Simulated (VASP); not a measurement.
Runs of VASP 6.6.1 on Ge. The structure is that of space group Fd-3m (No. 227), or close to it. The cells are those of the table. 

| cell | gap on the mesh (eV) | pressure (GPa) |
| --- | --- | --- |
| a = 4.151, b = 4.151, c = 4.201 Å, angles 59.6, 59.6, 60.8°, 2 atoms | 0.12 | (a) |
| a = 4.051, b = 4.051, c = 4.100 Å, angles 59.6, 59.6, 60.8°, 2 atoms | 0.19 | -2.5 |
| a = 4.102, b = 4.102, c = 4.000 Å, angles 60.8, 60.8, 58.4°, 2 atoms | none | -2.5 |
| a = 4.151, b = 4.151, c = 4.100 Å, angles 60.4, 60.4, 59.2°, 2 atoms | none | -5.1 |

Alike in all rows: task single point; level r2SCAN; potentials or basis VASP PAW PBE potentials, release 64 (Ge_d); no spin polarisation; k mesh 10 × 10 × 10; cutoff (eV) 520; smearing gaussian 0.05 eV.

Problem. Estimate the missing entries.

Solution. (a) -6.1.

Caveats: the PAW data sets were made with another functional, which shifts forces and pressure a little; the cell stands under tension (at least some runs); semilocal functionals underestimate gaps, and a narrow one can read as zero (at least some runs).

A k mesh can miss the band edges, and the runs leave out spin-orbit coupling on Ge.

A gap of «none» marks levels without a gap at the run's occupations.
